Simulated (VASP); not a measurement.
Runs of VASP 6.6.1 on Ti. The structure is that of space group Fm-3m (No. 225), or close to it. The cells are those of the table. 

| task | cell | k mesh | cutoff (eV) | gap on the mesh (eV) | pressure (GPa) |
| --- | --- | --- | --- | --- | --- |
| single point | a = 2.178 Å, angles 60.0°, 1 atom | 21 × 21 × 21 | 520 | none | 359.9 |
| relaxation of cell and atoms | relaxed to 350 GPa from a = 2.178 Å, angles 60.0°, 1 atom | 21 × 21 × 21 | 600 | none | 350.1 |
| single point | a = 2.179 Å, angles 60.0°, 1 atom | 21 × 21 × 21 | 520 | none | 358.7 |
| relaxation of cell and atoms | relaxed from a = 2.908 Å, angles 60.0°, 1 atom | 17 × 17 × 17 | 600 | none | 0.0 |
| single point | a = 2.908 Å, angles 60.0°, 1 atom | 17 × 17 × 17 | 520 | none | -0.3 |
| single point | a = 2.174 Å, angles 60.0°, 1 atom | 21 × 21 × 21 | 520 | none | (a) |
| relaxation of cell and atoms | relaxed to 350 GPa from a = 2.174 Å, angles 60.0°, 1 atom | 21 × 21 × 21 | 600 | none | 349.9 |

Alike in all rows: level PBE; potentials or basis VASP PAW PBE potentials, release 64 (Ti_sv); no spin polarisation; smearing fermi-dirac 0.05 eV.

Q: Fill in the values left out.

A: (a) 365.2.

Caveats: the cell is relaxed towards a set pressure, so the enthalpy falls and the energy may rise (some runs).

A gap of «none» marks levels without a gap at the run's occupations.
